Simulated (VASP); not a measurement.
# Cd (P6_3/mmc) in VASP: a series of runs

The runs below take Cd through single point, relaxation of cell and atoms, with LDA.

Program: VASP 6.6.1. These are calculated values, not measurements. Logs are shortened: lines on timing, memory, paths and dates and some standing lists are left out, and cuts for length are marked.

## 1. The cell of the first run

The structure is hexagonal, space group P6_3/mmc (No. 194). The conventional cell has a = 2.921 Å, b = 2.921 Å, c = 5.438 Å, α = 90.00°, β = 90.00°, γ = 120.00°. Cd (site symmetry -6m2) has 12 Cd at 2.92 to 3.20 Å within 3.8 Å.

## 2. Single point, LDA

File INCAR:

```
PREC = Accurate
ENCUT = 520
EDIFF = 1E-6
ISMEAR = 1
SIGMA = 0.1
LREAL = False
LASPH = True
NELM = 80
ALGO = Normal
ISIF = 2
LWAVE = False
LCHARG = True
GGA = CA
LELF = True
LVHAR = True
NBANDS = 19
```

File KPOINTS:

```
Automatic mesh
0
Gamma
  10 10 5
```

File POSCAR:

```
Cd
1.0
    2.9211281507      0.0000000000      0.0000000000
   -1.4605640754      2.5297711862      0.0000000000
    0.0000000000      0.0000000000      5.4383228084
Cd
2
Direct
    0.3333333333      0.6666666667      0.2500000000
    0.6666666667      0.3333333333      0.7500000000
```

Potentials or basis: VASP PAW LDA potentials, release 64 (Cd).

Command:

```console
cat potpaw_LDA.64/Cd/POTCAR > POTCAR
mpirun -np 1 vasp_std > vasp.out
```

OUTCAR:

```text
PREC = Accurate
   ENCUT = 520
   EDIFF = 1E-6
   ISMEAR = 1
   LREAL = False
   LASPH = True
   NELM = 80
   ISIF = 2
   GGA = CA

 ion  position               nearest neighbor table
   1  0.333  0.667  0.250-   2 3.20   2 3.20   2 3.20   2 3.20   2 3.20   2 3.20
   2  0.667  0.333  0.750-   1 3.20   1 3.20   1 3.20   1 3.20   1 3.20   1 3.20

  LATTYP: Found a hexagonal cell.
 ALAT       =     2.9211281507
 C/A-ratio  =     1.8617200369

  Lattice vectors:

 A1 = (   2.9211281507,   0.0000000000,   0.0000000000)
 A2 = (  -1.4605640754,   2.5297711862,   0.0000000000)
 A3 = (   0.0000000000,   0.0000000000,   5.4383228084)

Analysis of symmetry for initial positions (statically):
=====================================================================
 Subroutine PRICEL returns:
 Original cell was already a primitive cell.

 Routine SETGRP: Setting up the symmetry group for a
 hexagonal supercell.

 Subroutine GETGRP returns: Found 24 space group operations
 (whereof 12 operations were pure point group operations)
 out of a pool of 24 trial point group operations.

The static configuration has the point symmetry D_3d.
 The point group associated with its full space group is D_6h.

Analysis of symmetry for dynamics (positions and initial velocities):
=====================================================================
 Subroutine PRICEL returns:
 Original cell was already a primitive cell.

 Routine SETGRP: Setting up the symmetry group for a
 hexagonal supercell.

 Subroutine GETGRP returns: Found 24 space group operations
 (whereof 12 operations were pure point group operations)
 out of a pool of 24 trial point group operations.

The dynamic configuration has the point symmetry D_3d.
 The point group associated with its full space group is D_6h.

 Subroutine INISYM returns: Found 24 space group operations
 (whereof 12 operations are pure point group operations),
 and found     1 'primitive' translations

----------------------------------------------------------------------------------------

                                     Primitive cell

  volume of cell :      40.1880

  direct lattice vectors                    reciprocal lattice vectors
     2.921128151  0.000000000  0.000000000     0.342333492  0.197646334  0.000000000
    -1.460564075  2.529771186  0.000000000     0.000000000  0.395292667  0.000000000
     0.000000000  0.000000000  5.438322808     0.000000000  0.000000000  0.183880221

  length of vectors
     2.921128151  2.921128151  5.438322808     0.395292667  0.395292667  0.183880221

  position of ions in fractional coordinates (direct lattice)
     0.333333333  0.666666667  0.250000000
     0.666666667  0.333333333  0.750000000

  ion indices of the primitive-cell ions
   primitive index   ion index
                 1           1
                 2           2

----------------------------------------------------------------------------------------

 KPOINTS: Automatic mesh

Automatic generation of k-mesh.
 Grid dimensions read from file:
 generate k-points for:   10   10    5

 Generating k-lattice:

  Cartesian coordinates                     Fractional coordinates (reciprocal lattice)
     0.034233349  0.019764633  0.000000000     0.100000000  0.000000000  0.000000000
     0.000000000  0.039529267  0.000000000     0.000000000  0.100000000  0.000000000
     0.000000000  0.000000000  0.036776044     0.000000000  0.000000000  0.200000000

  Length of vectors
     0.039529267  0.039529267  0.036776044

  Shift w.r.t. Gamma in fractional coordinates (k-lattice)
     0.000000000  0.000000000  0.000000000

 Subroutine IBZKPT returns following result:
 ===========================================

 Found     42 irreducible k-points:

 Following reciprocal coordinates:
            Coordinates               Weight
  0.000000  0.000000  0.000000      1.000000
  0.100000  0.000000  0.000000      6.000000
  0.200000  0.000000  0.000000      6.000000
  0.300000 -0.000000  0.000000      6.000000
  0.400000 -0.000000  0.000000      6.000000
  0.500000 -0.000000  0.000000      3.000000
[... 16 lines left out ...]
  0.300000  0.100000  0.200000     24.000000
  0.400000  0.100000  0.200000     24.000000
 [... further k-points ...]
   k-points           NKPTS =     42   k-points in BZ     NKDIM =     42   number of bands    NBANDS=     19
   number of dos      NEDOS =    301   number of ions     NIONS =      2
   total plane-waves  NPLWV =  23040
   dimension x,y,z NGX =    24 NGY =   24 NGZ =   40
   dimension x,y,z NGXF=    48 NGYF=   48 NGZF=   80
   ions per type =               2
   NGX,Y,Z   is equivalent  to a cutoff of  13.66, 13.66, 12.23 a.u.
   NGXF,Y,Z  is equivalent  to a cutoff of  27.32, 27.32, 24.46 a.u.
 SYSTEM =  unknown system
   PREC   = accura    normal or accurate (medium, high low for compatibility)
   ISTART =      0    job   : 0-new  1-cont  2-samecut
   ICHARG =      2    charge: 1-file 2-atom 10-const
   ISPIN  =      1    spin polarized calculation?
   LNONCOLLINEAR =      F non collinear calculations
   LSORBIT =      F    spin-orbit coupling
   LASPH  =      T    aspherical Exc in radial PAW
   ENCUT  =  520.0 eV  38.22 Ry    6.18 a.u.   5.43  5.43 10.11*2*pi/ulx,y,z
   NELM   =     80;   NELMIN=  2; NELMDL= -5     # of ELM steps
   EDIFF  = 0.1E-05   stopping-criterion for ELM
   LREAL  =      F    real-space projection
   EDIFFG = 0.1E-04   stopping-criterion for IOM
   NSW    =      0    number of steps for IOM
   IBRION =     -1    ionic relax: 0-MD 1-quasi-New 2-CG
   NFREE  =      0    steps in history (QN), initial steepest desc. (CG)
   ISIF   =      2    stress and relaxation
   ISYM   =      2    0-nonsym 1-usesym 2-fastsym
   POTIM  = 0.5000    time-step for ionic-motion
   TEBEG  =    0.0;   TEEND  =   0.0 temperature during run
   PSTRESS=    0.0 pullay stress
   NELECT =      24.0000    total number of electrons
   NUPDOWN=      -1.0000    fix difference up-down
   EMIN   =  10.00;   EMAX   =-10.00  energy-range for DOS
   EFERMI =   0.00;   METHOD = LEGACY
   ISMEAR =     1;   SIGMA  =   0.10  broadening in eV -4-tet -1-fermi 0-gaus
   EFERMI_NEDOS =   21; number of points for ismear=-14 and -15
   IALGO  =     38    algorithm
   IMIX   =      4    mixing-type and parameters
     AMIX     =   0.40;   BMIX     =  1.00
     AMIX_MAG =   1.60;   BMIX_MAG =  1.00
  volume/ion in A,a.u.               =      20.09       135.60
  Fermi-wavevector in a.u.,A,eV,Ry     =   1.378625  2.605224 25.859345  1.900608
  Thomas-Fermi vector in A             =   2.503670
   LORBIT       =      0    0 simple, 1 ext, 2 COOP (PROOUT), +10 PAW based schemes
   GGA     = CA    functional components
   LHFCALC =     F    Hartree Fock is set to
   AEXX    =    0.0000 exact exchange contribution
   IVDW    =     0    specifies the selected vdW correction
   LEPSILON=     F    determine dielectric tensor
   LRPA    =     F    only Hartree local field effects (RPA)
 non-spin polarized calculation
 Methfessel and Paxton  Order N= 1 SIGMA  =   0.10
  energy-cutoff  :      520.00
  volume of cell :       40.19
 maximum number of plane-waves:      1118
 NGX is ok and might be reduce to    24
   NGX = 11   NGY = 11   NGZ = 21

 number of electron      23.9999995 magnetization

 Free energy of the ion-electron system (eV)
  ---------------------------------------------------
  ext. energy  EPLUGINS =         0.00000000
  ---------------------------------------------------
  free energy    TOTEN  =        -3.05580476 eV

  energy without entropy =       -3.05590311  energy(sigma->0) =       -3.05583754

 E-fermi :   3.1284     XC(G=0): -11.7577

 val. band max:        3.1128797651   @ k =   0.3000  -0.0000   0.0000
 cond. band min:       3.2689639987   @ k =   0.4000  -0.0000   0.0000
 fundamental gap:      0.1560842336
 Fermi energy:         3.1284408644

 k-point     1 :       0.0000    0.0000    0.0000
  band No.  band energies     occupation
      1      -6.8910      2.00000
      2      -6.5803      2.00000
      3      -6.1202      2.00000
      4      -6.1202      2.00000
      5      -6.1027      2.00000
      6      -6.0550      2.00000
[... 11 lines left out ...]
     18      19.2747      0.00000
     19      19.3896      0.00000

 k-point     2 :       0.1000    0.0000    0.0000
  band No.  band energies     occupation
      1      -6.7780      2.00000
      2      -6.4484      2.00000
      3      -6.1726      2.00000
      4      -6.0984      2.00000
      5      -6.0162      2.00000
      6      -5.9550      2.00000
[... 11 lines left out ...]
     18      19.1185      0.00000
     19      19.9333      0.00000

 k-point     3 :       0.2000    0.0000    0.0000
  band No.  band energies     occupation
      1      -6.6562      2.00000
      2      -6.3580      2.00000
      3      -6.2457      2.00000
      4      -5.9946      2.00000
      5      -5.9175      2.00000
      6      -5.7344      2.00000
[... 11 lines left out ...]
     18      16.9056      0.00000
     19      17.2998      0.00000

 k-point     4 :       0.3000   -0.0000    0.0000
  band No.  band energies     occupation
      1      -6.8008      2.00000
      2      -6.5556      2.00000
      3      -6.2839      2.00000
      4      -6.0014      2.00000
      5      -5.8362      2.00000
      6      -5.7605      2.00000
[... 11 lines left out ...]
     18      16.8604      0.00000
     19      17.7833      0.00000

 k-point     5 :       0.4000   -0.0000    0.0000
  band No.  band energies     occupation
      1      -6.9620      2.00000
      2      -6.7247      2.00000
      3      -6.5427      2.00000
      4      -5.9869      2.00000
      5      -5.8368      2.00000
      6      -5.8177      2.00000
[... 11 lines left out ...]
     18      16.6413      0.00000
     19      17.1244      0.00000

 k-point     6 :       0.5000   -0.0000    0.0000
  band No.  band energies     occupation
      1      -7.0255      2.00000
      2      -6.7886      2.00000
      3      -6.6336      2.00000
      4      -6.0423      2.00000
      5      -5.8650      2.00000
      6      -5.7496      2.00000
[... 11 lines left out ...]
     18      16.5710      0.00000
     19      16.6732      0.00000

 k-point     7 :       0.1000    0.1000    0.0000
  band No.  band energies     occupation
      1      -6.6053      2.00000
      2      -6.3638      2.00000
      3      -6.1724      2.00000
      4      -6.1504      2.00000
      5      -5.8948      2.00000
      6      -5.7915      2.00000
[... 11 lines left out ...]
     18      18.3986      0.00000
     19      18.4228      0.00000

 k-point     8 :       0.2000    0.1000    0.0000
  band No.  band energies     occupation
      1      -6.5974      2.00000
      2      -6.3575      2.00000
      3      -6.1909      2.00000
      4      -6.1192      2.00000
      5      -5.9314      2.00000
      6      -5.8767      2.00000
[... 256 lines left out ...]
 k-point    20 :       0.5000   -0.0000    0.2000
  band No.  band energies     occupation
      1      -6.9957      2.00000
      2      -6.8393      2.00000
      3      -6.6217      2.00000
      4      -6.2253      2.00000
      5      -5.8093      2.00000
      6      -5.6153      2.00000
[... 11 lines left out ...]
     18      15.7869      0.00000
     19      16.6057      0.00000

 k-point    21 :       0.1000    0.1000    0.2000
  band No.  band energies     occupation
      1      -6.5744      2.00000
      2      -6.3562      2.00000
      3      -6.2147      2.00000
      4      -6.1733      2.00000
      5      -5.9472      2.00000
      6      -5.8116      2.00000
[... 11 lines left out ...]
     18      16.7680      0.00000
     19      19.5196      0.00000

 k-point    22 :       0.2000    0.1000    0.2000
  band No.  band energies     occupation
      1      -6.5732      2.00000
      2      -6.3788      2.00000
      3      -6.2453      2.00000
      4      -6.1242      2.00000
      5      -6.0087      2.00000
      6      -5.8189      2.00000
[... 11 lines left out ...]
     18      15.3436      0.00000
     19      17.4921      0.00000

 k-point    23 :       0.3000    0.1000    0.2000
  band No.  band energies     occupation
      1      -6.7499      2.00000
      2      -6.5873      2.00000
      3      -6.4152      2.00000
      4      -6.1541      2.00000
      5      -5.8655      2.00000
      6      -5.7277      2.00000
[... 11 lines left out ...]
     18      14.2827      0.00000
     19      16.5963      0.00000

 k-point    24 :       0.4000    0.1000    0.2000
  band No.  band energies     occupation
      1      -6.8646      2.00000
      2      -6.7218      2.00000
      3      -6.5452      2.00000
      4      -6.2040      2.00000
      5      -5.8847      2.00000
      6      -5.6121      2.00000
[... 11 lines left out ...]
     18      13.6905      0.00000
     19      17.1427      0.00000

 [... further k-points ...]

------------------------ aborting loop because EDIFF is reached ----------------------------------------

  FORCE on cell =-STRESS in cart. coord.  units (eV):
  Direction    XX          YY          ZZ          XY          YZ          ZX
  --------------------------------------------------------------------------------------
  -------------------------------------------------------------------------------------
  Total        0.0875184      0.0875184      0.0183025     -0.0000000     -0.0000000     -0.0000000
  in kB        3.4890994      3.4890994      0.7296648     -0.0000000     -0.0000000     -0.0000000
  external PRESSURE =       2.5692879 kB  Pullay stress =       0.0000000 kB

 VOLUME and BASIS-vectors are now :
 -----------------------------------------------------------------------------
  energy-cutoff  :      520.00
  volume of cell :       40.19
      direct lattice vectors                 reciprocal lattice vectors
     2.921128151  0.000000000  0.000000000     0.342333492  0.197646334  0.000000000
    -1.460564075  2.529771186  0.000000000     0.000000000  0.395292667  0.000000000
     0.000000000  0.000000000  5.438322808     0.000000000  0.000000000  0.183880221

 POSITION                                       TOTAL-FORCE (eV/Angst)
 -----------------------------------------------------------------------------------
     -0.00000      1.68651      1.35958        -0.000000      0.000000      0.000000
      1.46056      0.84326      4.07874         0.000000     -0.000000      0.000000
 -----------------------------------------------------------------------------------
    total drift:                                0.000000     -0.000000      0.000000

  FREE ENERGIE OF THE ION-ELECTRON SYSTEM (eV)
  ---------------------------------------------------
  free  energy   TOTEN  =        -3.0558047564 eV

  energy  without entropy=       -3.0559031107  energy(sigma->0) =       -3.05583754
```

Wall time 10 s (1 thread of Intel Xeon 6975P-C (Granite Rapids), shared host); peak memory 0.15 GiB.

Results:

| Item | Value |
| --- | --- |
| Free energy | -3.0558 eV |
| Pressure | 0.3 GPa |
| Band gap on the k mesh | zero (bands 12 and 13 overlap by 3.90 eV) |

[end of part 1 of 2]
